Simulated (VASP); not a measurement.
# InSe2: single point with PBE

InSe2:

```
In Se
1.0
     3.89489    0.00000    0.00000
     0.00000    3.89489    0.00000
     0.00000    0.00000    9.62623
In Se
2 4
Direct
  0.00000 0.50000 0.70647
  0.50000 0.00000 0.29353
  0.00000 0.50000 0.36621
  0.50000 0.00000 0.63379
  0.00000 0.00000 0.00000
  0.50000 0.50000 0.00000
```

* Program: VASP 6.6.1
* Task: single point
* Functional: PBE
* Potentials or basis: VASP PAW PBE potentials, release 64 (In_d, Se)
* Cutoff: 520 eV
* k mesh: 6 × 6 × 4
* Occupations: gaussian, width 0.1 eV
* Spin: no spin polarisation
* Dipole correction: no
* Further INCAR settings: ALGO = Normal; EDIFF = 1e-06; NBANDS = 34

The pressure is -0.2 GPa, the largest force is 0.064 eV/Å and the band gap on the k mesh is zero (bands 25 and 26 overlap by 1.94 eV).

Forces on the atoms (eV/Å):
```
In   0.000  0.000  0.064
In   0.000  0.000 -0.064
Se   0.000  0.000 -0.056
Se   0.000  0.000  0.056
Se   0.000  0.000  0.000
Se   0.000  0.000  0.000
```

Stress tensor (GPa, compression positive):
```
-0.39  0.00  0.00
 0.00 -0.39  0.00
 0.00  0.00  0.08
```

Levels at points of the mesh, in eV from the Fermi level:
```tsv
k point	band 23	band 24	band 25	band 26	band 27	band 28
(0.00, 0.00, 0.00)	-1.71	-1.71	0.32	0.59	2.97	2.97
(0.50, 0.00, 0.00)	-1.17	-1.17	-0.96	-0.96	1.75	1.75
(0.50, 0.50, 0.00)	-1.42	-1.42	-1.04	-1.04	2.77	2.77
(0.00, 0.00, 0.50)	-1.64	-1.13	0.31	0.63	2.09	2.97
(0.50, 0.00, 0.50)	-0.97	-0.97	-0.91	-0.91	1.20	1.20
(0.50, 0.50, 0.50)	-1.65	-1.65	-1.41	-1.41	3.57	3.57
```

It took 3 min on 1 thread of Intel Xeon 8259CL, with other jobs on the host, peak memory 0.3 GiB.

Caveat: spin-orbit coupling is left out, which moves the levels of the heavy elements.
